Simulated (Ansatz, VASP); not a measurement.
# One calculation of HfO2, two programs

```
Hf O
1.0
     3.61685    0.00000    0.00000
     1.80843    3.13228    0.00000
     1.80843    1.04409    2.95315
Hf O
1 2
Direct
  0.00000 0.00000 0.00000
  0.25000 0.25000 0.25000
  0.75000 0.75000 0.75000
```

Alike in both runs: task relaxation of cell and atoms; functional PBE; k mesh 6 × 6 × 6; no spin polarisation.

|  | VASP | Ansatz |
| --- | --- | --- |
| version | VASP 6.6.1 | Ansatz 0.2.0 |
| potentials or method | VASP PAW PBE potentials, release 64 (Hf_pv, O) | plane waves, PAW |
| plane-wave cutoff (eV) | 600 | 420 |
| occupations | gaussian, width 0.01 eV | fixed |
| valence electrons in the cell | 22 | 38 |

Ansatz gave:

- relaxed volume (Å³/atom): 11.04
- relaxed cell length with the largest relative difference (Å): 3.605

Problem. Which values does VASP return?

Solution. Relaxed volume (Å³/atom): 10.87; relaxed cell length with the largest relative difference (Å): 3.586.

VASP's potentials hold 22 valence electrons a cell and Ansatz's 38, so a difference there can come from the potentials and not from the codes.

Spin-orbit coupling is off throughout.
